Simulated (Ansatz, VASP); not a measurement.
One calculation of CO, two programs

File POSCAR:

```
CO
1.0
    5.6300000000      0.0000000000      0.0000000000
    0.0000000000      5.6300000000      0.0000000000
    0.0000000000      0.0000000000      5.6300000000
C O
4 4
Direct
    0.9580000000      0.9580000000      0.9580000000
    0.5420000000      0.0420000000      0.4580000000
    0.4580000000      0.5420000000      0.0420000000
    0.0420000000      0.4580000000      0.5420000000
    0.0670000000      0.0670000000      0.0670000000
    0.4330000000      0.9330000000      0.5670000000
    0.5670000000      0.4330000000      0.9330000000
    0.9330000000      0.5670000000      0.4330000000
```

INCAR.step1

```
  PREC = Accurate
  ENCUT = 520
  ISMEAR = 1
  SIGMA = 0.2125
  LREAL = F
  LASPH = T
  NELM = 100
  NBANDS = 30
  GGA = PE
  ALGO = Normal
  EDIFF = 1E-4
  LWAVE = T
  LCHARG = F
```

The input INCAR.step2:

```
  PREC = Accurate
  ENCUT = 520
  EDIFF = 1E-6
  ISMEAR = 1
  SIGMA = 0.2125
  LREAL = F
  LASPH = T
  NELM = 100
  ALGO = Normal
  ISIF = 2
  LWAVE = F
  LCHARG = F
  METAGGA = R2SCAN
  LMIXTAU = T
  NBANDS = 30
  ISTART = 1
```

File KPOINTS:

```
Automatic mesh
0
Gamma
  3 3 3
```

Input for Ansatz:

```yaml
crystal:
  lattice:
    - [5.63, 0.0, 0.0]
    - [0.0, 5.63, 0.0]
    - [0.0, 0.0, 5.63]
  atoms:
    - { symbol: C, position: [0.958, 0.958, 0.958] }
    - { symbol: C, position: [0.542, 0.042, 0.458] }
    - { symbol: C, position: [0.458, 0.542, 0.042] }
    - { symbol: C, position: [0.042, 0.458, 0.542] }
    - { symbol: O, position: [0.067, 0.067, 0.067] }
    - { symbol: O, position: [0.433, 0.933, 0.567] }
    - { symbol: O, position: [0.567, 0.433, 0.933] }
    - { symbol: O, position: [0.933, 0.567, 0.433] }
  symmetry: { tolerance: 0.0003 }
kpoints:
  mp_grid: { grid: [3, 3, 3], shift: [0, 0, 0] }
magnetization:
  spin_polarized: false
scf:
  occupations: { method: methfessel_paxton, width: 0.2125 }
hamiltonian:
  pseudopotentials: { kind: paw }
  xc: r2scan
basis:
  ecutwfc: 500
output:
  forces: true
  stress: true
  eigenvalues: true
```

Alike in both runs: task single point; functional r2SCAN; k mesh 3 × 3 × 3; occupations methfessel-paxton of order 1, width 0.2125 eV; no spin polarisation.

|  | VASP | Ansatz |
| --- | --- | --- |
| version | VASP 6.6.1 | Ansatz 0.2.0 |
| potentials or method | VASP PAW PBE potentials, release 64 (C, O), cutoff 520 eV | PAW plane waves |
| valence electrons in the cell | 40 | 40 |

```tsv
	VASP	Ansatz	Ansatz less VASP
gap on the k mesh at the Fermi level (eV)	7.14	7.10	-0.041
pressure (GPa)	14.1	12.3	-1.80
rms of the force components (eV/Å)	6.500	5.572	-0.9278
```

VASP's potentials were made for PBE, not for r2SCAN. Atom by atom the forces differ by 0.928 eV/Å (rms over components). With one functional, cell and mesh, what is left measures potentials, basis and numerics.

Noted on VASP's run: the standard files for N, O and F lose accuracy on very short bonds.
